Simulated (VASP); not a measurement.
Set up this calculation in VASP 6.6.1, as the native input.

```
Task                   : single point
Functional             : PBE
Potentials or basis    : VASP PAW PBE potentials, release 64 (As)
Cutoff                 : 500 eV
k mesh                 : 7 × 7 × 7
Occupations            : methfessel-paxton, width 0.05 eV
Spin                   : no spin polarisation
Dipole correction      : no
Further INCAR settings : ALGO = Normal; EDIFF = 1e-06; NBANDS = 12
```

The structure of As lies in POSCAR:

```
As
1.0
    4.1310000000      0.0000000000      0.0000000000
    2.4183895066      3.3491122995      0.0000000000
    2.4183895066      1.2366737439      3.1124252996
As
2
Direct
    0.7740000000      0.7740000000      0.7740000000
    0.2260000000      0.2260000000      0.2260000000
```

One way to write it, as run:

INCAR

```
SYSTEM = As
PREC = Accurate
ENCUT = 500
EDIFF = 1E-6
ISMEAR = 1
SIGMA = 0.05
LREAL = .False.
LASPH = .True.
NELM = 120
ALGO = Normal
ISIF = 2
LWAVE = .False.
LCHARG = .False.
GGA = PE
NBANDS = 12
GGA_COMPAT = .False.
```

KPOINTS

```
regular mesh
0
Gamma
  7 7 7
  0 0 0
```

Potentials or basis: VASP PAW PBE potentials, release 64 (As).

Launch:

```bash
$ cat potpaw_PBE.64/As/POTCAR > POTCAR
$ mpirun -np 1 vasp_std > vasp.out
```

It gave:

- Pressure: 3.9 GPa
- Largest force: 0.450 eV/Å
- Band gap on the k mesh: zero (band 5 reaches 5.49 eV, above the bottom of band 6 at 5.47 eV)

Run time: 36 s on 1 thread of Intel Xeon 8259CL, on a shared host, peak memory 0.17 GiB.
